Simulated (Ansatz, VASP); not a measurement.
**Two plane-wave programs on InP**

```xyz
2
Lattice="0.0000 2.7240 2.7240 2.7240 0.0000 2.7240 2.7240 2.7240 0.0000" Properties=species:S:1:pos:R:3 pbc="T T T"
In    0.0000    0.0000    0.0000
P     2.7240    2.7240    2.7240
```

Alike in both runs: task single point; functional PBEsol; k mesh 10 × 10 × 10; occupations gaussian, width 0.05 eV; no spin polarisation.

```csv
,VASP,Ansatz
version,VASP 6.6.1,Ansatz 0.2.0
potentials or method,"VASP PAW PBE potentials, release 64 (In_d, P), cutoff 520 eV","scalar-relativistic, plane waves, PAW"
valence electrons in the cell,18,18
```

```tsv
	VASP	Ansatz	Ansatz less VASP
gap on the k mesh at the Fermi level (eV)	none	none	-
pressure (GPa)	0.5	0.5	-0.03
```

VASP's potentials were made for PBE, not for PBEsol. A gap of «none» marks a metal or a gap that the smearing closes. The functional is the same, so the differences come from potentials, cutoffs and numerics.
